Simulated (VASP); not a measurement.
PtS2, 3 atoms in the cell. It takes space group P-3m1 (No. 164, trigonal). The conventional cell has a = 3.519 Å, b = 3.519 Å, c = 5.005 Å, α = 90.00°, β = 90.00°, γ = 120.00°. Pt (site symmetry -3m) has 6 S at 2.33 Å within 3.1 Å. Within 3.1 Å of S (site symmetry 3m) lie 3 Pt at 2.33 Å and 3 S at 3.05 Å. 

- Program: VASP 6.6.1
- Task: single point
- Functional: PBE
- Potentials or basis: VASP PAW PBE potentials, release 64 (Pt, S)
- Cutoff: 520 eV
- k mesh: 7 × 7 × 5
- Occupations: fermi-dirac, width 0.05 eV
- Spin: no spin polarisation
- Dipole correction: no
- Further INCAR settings: ALGO = Normal; EDIFF = 1e-07; NBANDS = 18

Potentials or basis: VASP PAW PBE potentials, release 64 (Pt, S).

Launch:

```bash
$ cat potpaw_PBE.64/Pt/POTCAR potpaw_PBE.64/S/POTCAR > POTCAR
$ mpirun -np 1 vasp_std > vasp.out
```

Hardware: 1 thread of Intel(R) Xeon(R) Platinum 8259CL CPU @ 2.50GHz (Skylake/Cascade Lake), with other jobs on the host.

Question: How long does it take, and how much memory?

Answer: Wall time 36 s on 1 thread of Intel(R) Xeon(R) Platinum 8259CL CPU @ 2.50GHz (Skylake/Cascade Lake), on a shared host, peak memory 0.19 GiB. Counts: scf iterations 15, k points 32.
